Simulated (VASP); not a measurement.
A run of VASP 6.6.1:

The input INCAR:

```
ALGO = Normal
EDIFF = 1E-6
ENCUT = 520
GGA = PS
ISIF = 2
ISMEAR = 0
LASPH = T
LCHARG = F
LREAL = F
LWAVE = F
NBANDS = 16
NELM = 60
PREC = Accurate
SIGMA = 0.01
```

KPOINTS

```
k-points
0
Gamma
  6 6 6
```

POSCAR

```
GaP
1.0
    0.0000000000      2.6790503969      2.6790503969
    2.6790503969      0.0000000000      2.6790503969
    2.6790503969      2.6790503969      0.0000000000
Ga P
1 1
Direct
    0.0000000000      0.0000000000      0.0000000000
    0.2500000000      0.2500000000      0.2500000000
```

Potentials or basis: VASP PAW PBE potentials, release 64 (Ga_d, P).

Launch:

```sh
$ cat potpaw_PBE.64/Ga_d/POTCAR potpaw_PBE.64/P/POTCAR > POTCAR
$ mpirun -np 1 vasp_std > vasp.out
```

Hardware: 1 thread of Intel(R) Xeon(R) Platinum 8259CL CPU @ 2.50GHz (Skylake/Cascade Lake), with other jobs on the host.

Task: How long does it take, and how much memory?

Result: Run time: 8.8 s on 1 thread of Intel(R) Xeon(R) Platinum 8259CL CPU @ 2.50GHz (Skylake/Cascade Lake), with other jobs on the host, peak memory 0.15 GiB. Counts: scf iterations 12, k points 16.
